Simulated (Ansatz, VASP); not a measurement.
**Two plane-wave programs on NaBe6C3**

```
Na Be C
1.0
     2.51553   -6.80762    0.00000
     2.51553    6.80762    0.00000
     0.00000    0.00000    4.66010
Na Be C
1 6 3
Direct
  0.00000 0.00000 0.50000
  0.00000 0.50000 0.50000
  0.50000 0.00000 0.50000
  0.58479 0.41521 0.25212
  0.58479 0.41521 0.74788
  0.41521 0.58479 0.25212
  0.41521 0.58479 0.74788
  0.67254 0.32746 0.50000
  0.32746 0.67254 0.50000
  0.50000 0.50000 0.00000
```

Alike in both runs: functional PBE; k mesh 8 × 8 × 8; occupations gaussian, width 0.1 eV; no spin polarisation.

Ansatz relaxed the structure, and its values are those at the end. VASP's run is a single point on that final structure, the one shown.

|  | VASP | Ansatz |
| --- | --- | --- |
| version | VASP 6.6.1 | Ansatz 0.2.0 |
| potentials or method | VASP PAW PBE potentials, release 64 (Na_pv, Be, C), cutoff 520 eV | scalar-relativistic, plane waves, PAW |
| valence electrons in the cell | 31 | 33 |

|  | VASP | Ansatz | Ansatz less VASP |
| --- | --- | --- | --- |
| gap on the k mesh at the Fermi level (eV) | none | none | - |
| pressure (GPa) | 0.0 | 0.0 | -0.01 |

A gap of «none» marks a metal or a gap that the smearing closes. With one functional, cell and mesh, what is left measures potentials, basis and numerics. VASP's potentials hold 31 valence electrons a cell and Ansatz's 33, so a difference there can come from the potentials and not from the codes.
